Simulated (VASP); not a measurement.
# Ge in VASP: further runs

Runs on Ge. Level: r2SCAN. Tasks: single point.

All numbers are computed with VASP 6.6.1; they aren't measurements. Logs are shortened: lines on timing, memory, paths and dates and some standing lists are left out, and cuts for length are marked.

## 1. The cell of the first run

Symmetry: I4_1/amd, No. 141, tetragonal system. The conventional cell has a = 3.977 Å, b = 3.977 Å, c = 5.902 Å, α = 90.00°, β = 90.00°, γ = 90.00°. Ge (site symmetry -4m2) has 4 Ge at 2.48 Å within 3.3 Å.

## 2. Single point, r2SCAN (uniaxial strain along c: +4.0 %, then relaxed in part)

POSCAR reads:

```
Ge
1.0
    2.8121617437      2.8121617437      0.0000000000
   -2.8121617437      2.8121617437      0.0000000000
    0.0000000000      0.0000000000      5.9018483834
Ge
4
Direct
    0.5000000000      0.5000000000      0.5000000000
    0.5000000000      0.0000000000      0.2500000000
    0.0000000000      0.0000000000      0.0000000000
    0.0000000000      0.5000000000      0.7500000000
```

INCAR.step1 reads:

```
SYSTEM = Ge
PREC = Accurate
ENCUT = 520
ISMEAR = 0
SIGMA = 0.02
LREAL = .FALSE.
LASPH = .TRUE.
NELM = 60
NBANDS = 36
GGA = PE
ALGO = Normal
EDIFF = 1E-4
LWAVE = .TRUE.
LCHARG = .FALSE.
```

INCAR.step2 reads:

```
SYSTEM = Ge
PREC = Accurate
ENCUT = 520
EDIFF = 1E-7
ISMEAR = 0
SIGMA = 0.02
LREAL = .FALSE.
LASPH = .TRUE.
NELM = 60
ALGO = Normal
ISIF = 2
LWAVE = .FALSE.
LCHARG = .FALSE.
METAGGA = R2SCAN
LMIXTAU = .TRUE.
NBANDS = 36
ISTART = 1
```

KPOINTS reads:

```
Automatic mesh
0
G
  10 10 6
  0 0 0
```

Potentials or basis: VASP PAW PBE potentials, release 64 (Ge_d).

Launch:

```
> cat potpaw_PBE.64/Ge_d/POTCAR > POTCAR
> cp INCAR.step1 INCAR
> mpirun -np 1 vasp_std > vasp.out
> cp INCAR.step2 INCAR
> mpirun -np 1 vasp_std > vasp.out
```

OUTCAR:

```text
SYSTEM = Ge
   PREC = Accurate
   ENCUT = 520
   EDIFF = 1E-7
   ISMEAR = 0
   LREAL = .FALSE.
   LASPH = .TRUE.
   NELM = 60
   ISIF = 2
   METAGGA = R2SCAN
   ISTART = 1

 ion  position               nearest neighbor table
   1  0.500  0.500  0.500-   2 2.48   4 2.48   2 2.48   4 2.48
   2  0.500  0.000  0.250-   1 2.48   3 2.48   1 2.48   3 2.48
   3  0.000  0.000  0.000-   2 2.48   4 2.48   4 2.48   2 2.48
   4  0.000  0.500  0.750-   1 2.48   3 2.48   3 2.48   1 2.48

  LATTYP: Found a simple tetragonal cell.
 ALAT       =     3.9769972775
 C/A-ratio  =     1.4839960834

  Lattice vectors:

 A1 = (   2.8121617437,   2.8121617437,   0.0000000000)
 A2 = (  -2.8121617437,   2.8121617437,   0.0000000000)
 A3 = (   0.0000000000,   0.0000000000,   5.9018483834)

Analysis of symmetry for initial positions (statically):
=====================================================================
 Subroutine PRICEL returns following result:

  LATTYP: Found a body centered tetragonal cell.
 ALAT       =     3.9769972775
 C/A-ratio  =     1.4839960834

  Lattice vectors:

 A1 = (   2.8121617437,   0.0000000000,  -2.9509241917)
 A2 = (  -2.8121617437,   0.0000000000,  -2.9509241917)
 A3 = (   0.0000000000,   2.8121617437,   2.9509241917)

   2 primitive cells build up your supercell.

 Routine SETGRP: Setting up the symmetry group for a
 simple tetragonal supercell.

 Subroutine GETGRP returns: Found 16 space group operations
 (whereof  8 operations were pure point group operations)
 out of a pool of 16 trial point group operations.

The static configuration has the point symmetry D_2d.
 The point group associated with its full space group is D_4h.

Analysis of symmetry for dynamics (positions and initial velocities):
=====================================================================
 Subroutine PRICEL returns following result:

  LATTYP: Found a body centered tetragonal cell.
 ALAT       =     3.9769972775
 C/A-ratio  =     1.4839960834

  Lattice vectors:

 A1 = (   2.8121617437,   0.0000000000,  -2.9509241917)
 A2 = (  -2.8121617437,   0.0000000000,  -2.9509241917)
 A3 = (   0.0000000000,   2.8121617437,   2.9509241917)

   2 primitive cells build up your supercell.

 Routine SETGRP: Setting up the symmetry group for a
 simple tetragonal supercell.

 Subroutine GETGRP returns: Found 16 space group operations
 (whereof  8 operations were pure point group operations)
 out of a pool of 16 trial point group operations.

The dynamic configuration has the point symmetry D_2d.
 The point group associated with its full space group is D_4h.

 Subroutine INISYM returns: Found 16 space group operations
 (whereof  8 operations are pure point group operations),
 and found     2 'primitive' translations

----------------------------------------------------------------------------------------

                                     Primitive cell

  volume of cell :      46.6733

  direct lattice vectors                    reciprocal lattice vectors
     2.812161744  0.000000000 -2.950924192     0.177799161  0.177799161 -0.169438443
    -2.812161744  0.000000000 -2.950924192    -0.177799161  0.177799161 -0.169438443
     0.000000000  2.812161744  2.950924192     0.000000000  0.355598323  0.000000000

  length of vectors
     4.076298230  4.076298230  4.076298230     0.303206975  0.303206975  0.355598323

  position of ions in fractional coordinates (direct lattice)
     1.000000000  1.000000000  1.000000000
     0.250000000  0.750000000  0.500000000

  ion indices of the primitive-cell ions
   primitive index   ion index
                 1           1
                 2           2

----------------------------------------------------------------------------------------

 KPOINTS: Automatic mesh

Automatic generation of k-mesh.
 Grid dimensions read from file:
 generate k-points for:   10   10    6

 Generating k-lattice:

  Cartesian coordinates                     Fractional coordinates (reciprocal lattice)
     0.017779916  0.017779916  0.000000000     0.100000000  0.000000000  0.000000000
    -0.017779916  0.017779916  0.000000000     0.000000000  0.100000000  0.000000000
     0.000000000  0.000000000  0.028239740     0.000000000  0.000000000  0.166666667

  Length of vectors
     0.025144599  0.025144599  0.028239740

  Shift w.r.t. Gamma in fractional coordinates (k-lattice)
     0.000000000  0.000000000  0.000000000

 Subroutine IBZKPT returns following result:
 ===========================================

 Found     84 irreducible k-points:

 Following reciprocal coordinates:
            Coordinates               Weight
  0.000000  0.000000  0.000000      1.000000
  0.100000  0.000000  0.000000      4.000000
  0.200000  0.000000  0.000000      4.000000
  0.300000  0.000000  0.000000      4.000000
  0.400000  0.000000  0.000000      4.000000
  0.500000  0.000000  0.000000      2.000000
[... 16 lines left out ...]
  0.100000  0.000000  0.166667      8.000000
  0.200000  0.000000  0.166667      8.000000
 [... further k-points ...]
   k-points           NKPTS =     84   k-points in BZ     NKDIM =     84   number of bands    NBANDS=     36
   number of dos      NEDOS =    301   number of ions     NIONS =      4
   total plane-waves  NPLWV =  43200
   dimension x,y,z NGX =    30 NGY =   30 NGZ =   48
   dimension x,y,z NGXF=    60 NGYF=   60 NGZF=   96
   ions per type =               4
   NGX,Y,Z   is equivalent  to a cutoff of  12.54, 12.54, 13.52 a.u.
   NGXF,Y,Z  is equivalent  to a cutoff of  25.08, 25.08, 27.04 a.u.
 SYSTEM =  Ge
   PREC   = accura    normal or accurate (medium, high low for compatibility)
   ISTART =      1    job   : 0-new  1-cont  2-samecut
   ICHARG =      0    charge: 1-file 2-atom 10-const
   ISPIN  =      1    spin polarized calculation?
   LNONCOLLINEAR =      F non collinear calculations
   LSORBIT =      F    spin-orbit coupling
   LASPH  =      T    aspherical Exc in radial PAW
   ENCUT  =  520.0 eV  38.22 Ry    6.18 a.u.   7.39  7.39 10.97*2*pi/ulx,y,z
   NELM   =     60;   NELMIN=  2; NELMDL=  0     # of ELM steps
   EDIFF  = 0.1E-06   stopping-criterion for ELM
   LREAL  =      F    real-space projection
   EDIFFG = 0.1E-05   stopping-criterion for IOM
   NSW    =      0    number of steps for IOM
   IBRION =     -1    ionic relax: 0-MD 1-quasi-New 2-CG
   NFREE  =      0    steps in history (QN), initial steepest desc. (CG)
   ISIF   =      2    stress and relaxation
   ISYM   =      2    0-nonsym 1-usesym 2-fastsym
   POTIM  = 0.5000    time-step for ionic-motion
   TEBEG  =    0.0;   TEEND  =   0.0 temperature during run
   PSTRESS=    0.0 pullay stress
   NELECT =      56.0000    total number of electrons
   NUPDOWN=      -1.0000    fix difference up-down
   EMIN   =  10.00;   EMAX   =-10.00  energy-range for DOS
   EFERMI =   0.00;   METHOD = LEGACY
   ISMEAR =     0;   SIGMA  =   0.02  broadening in eV -4-tet -1-fermi 0-gaus
   EFERMI_NEDOS =   21; number of points for ismear=-14 and -15
   IALGO  =     38    algorithm
   IMIX   =      4    mixing-type and parameters
     AMIX     =   0.40;   BMIX     =  1.00
     AMIX_MAG =   1.60;   BMIX_MAG =  1.00
  volume/ion in A,a.u.               =      23.34       157.48
  Fermi-wavevector in a.u.,A,eV,Ry     =   1.380717  2.609177 25.937862  1.906379
  Thomas-Fermi vector in A             =   2.505568
   LORBIT       =      0    0 simple, 1 ext, 2 COOP (PROOUT), +10 PAW based schemes
   METAGGA = R2SCAN    functional components
   LHFCALC =     F    Hartree Fock is set to
   AEXX    =    0.0000 exact exchange contribution
   IVDW    =     0    specifies the selected vdW correction
   LEPSILON=     F    determine dielectric tensor
   LRPA    =     F    only Hartree local field effects (RPA)
 non-spin polarized calculation
 Gauss-broadening in eV      SIGMA  =   0.02
  energy-cutoff  :      520.00
  volume of cell :       93.35
 maximum number of plane-waves:      2550
 NGX is ok and might be reduce to    30
   NGX = 15   NGY = 15   NGZ = 21

 number of electron      56.0000004 magnetization

 Free energy of the ion-electron system (eV)
  ---------------------------------------------------
  ext. energy  EPLUGINS =         0.00000000
  ---------------------------------------------------
  free energy    TOTEN  =       -55.44257011 eV

  energy without entropy =      -55.44253224  energy(sigma->0) =      -55.44255117

 E-fermi :   4.6443     XC(G=0): -10.6638

 val. band max:        4.6442731285   @ k =   0.0000   0.0000   0.0000
 cond. band min:       4.8068968068   @ k =   0.5000   0.0000   0.5000
 fundamental gap:      0.1626236784
 Fermi energy:         4.6442987733

 k-point     1 :       0.0000    0.0000    0.0000
  band No.  band energies     occupation
      1     -20.9855      2.00000
      2     -20.9855      2.00000
      3     -20.9481      2.00000
      4     -20.9481      2.00000
      5     -20.9367      2.00000
      6     -20.9093      2.00000
[... 28 lines left out ...]
     35      11.4924      0.00000
     36      13.8286      0.00000

 k-point     2 :       0.1000    0.0000    0.0000
  band No.  band energies     occupation
      1     -20.9891      2.00000
      2     -20.9856      2.00000
      3     -20.9529      2.00000
      4     -20.9468      2.00000
      5     -20.9385      2.00000
      6     -20.9059      2.00000
[... 28 lines left out ...]
     35      11.9241      0.00000
     36      13.6384      0.00000

 k-point     3 :       0.2000    0.0000    0.0000
  band No.  band energies     occupation
      1     -20.9942      2.00000
      2     -20.9858      2.00000
      3     -20.9621      2.00000
      4     -20.9441      2.00000
      5     -20.9415      2.00000
      6     -20.9015      2.00000
[... 28 lines left out ...]
     35      12.5105      0.00000
     36      12.7714      0.00000
[... 742 lines left out ...]
 k-point    23 :       0.1000    0.0000    0.1667
  band No.  band energies     occupation
      1     -20.9870      2.00000
      2     -20.9834      2.00000
      3     -20.9548      2.00000
      4     -20.9521      2.00000
      5     -20.9424      2.00000
      6     -20.9221      2.00000
[... 28 lines left out ...]
     35      12.3679      0.00000
     36      12.6080      0.00000

 k-point    24 :       0.2000    0.0000    0.1667
  band No.  band energies     occupation
      1     -20.9918      2.00000
      2     -20.9836      2.00000
      3     -20.9624      2.00000
      4     -20.9520      2.00000
      5     -20.9392      2.00000
      6     -20.9125      2.00000
[... 28 lines left out ...]
     35      11.3287      0.00000
     36      12.1330      0.00000

 [... further k-points ...]
[... 5 lines left out ...]
  --------------------------------------------------------------------------------------
  -------------------------------------------------------------------------------------
  Total        0.0456017      0.0456017     -2.4098090      0.0000000     -0.0000000      0.0000000
  in kB        0.7826959      0.7826959    -41.3613370      0.0000000     -0.0000000      0.0000000
  external PRESSURE =     -13.2653151 kB  Pullay stress =       0.0000000 kB

 VOLUME and BASIS-vectors are now :
 -----------------------------------------------------------------------------
  energy-cutoff  :      520.00
  volume of cell :       93.35
      direct lattice vectors                 reciprocal lattice vectors
     2.812161744  2.812161744  0.000000000     0.177799161  0.177799161  0.000000000
    -2.812161744  2.812161744  0.000000000    -0.177799161  0.177799161  0.000000000
     0.000000000  0.000000000  5.901848383     0.000000000  0.000000000  0.169438443

 POSITION                                       TOTAL-FORCE (eV/Angst)
 -----------------------------------------------------------------------------------
      0.00000      2.81216      2.95092         0.000000      0.000000      0.000000
      1.40608      1.40608      1.47546        -0.000000     -0.000000     -0.000000
      0.00000      0.00000      0.00000         0.000000      0.000000      0.000000
     -1.40608      1.40608      4.42639        -0.000000     -0.000000      0.000000
 -----------------------------------------------------------------------------------
    total drift:                               -0.000000      0.000000      0.000000

  FREE ENERGIE OF THE ION-ELECTRON SYSTEM (eV)
  ---------------------------------------------------
  free  energy   TOTEN  =       -55.4425701057 eV

  energy  without entropy=      -55.4425322424  energy(sigma->0) =      -55.44255117
```

Run time: 29 min. Hardware: 1 thread of AMD EPYC 7R13, shared host; peak memory 0.31 GiB.

Results:

- Free energy: -55.4426 eV
- Pressure: -1.3 GPa
- Band gap on the k mesh: zero (filled and empty bands touch)

Caveat: the cell differs from its parent crystal (uniaxial strain along c: +4.0 %, then relaxed in part); the PAW data sets were made with another functional, which shifts forces and pressure a little.

(Continued in part 2 of 2.)
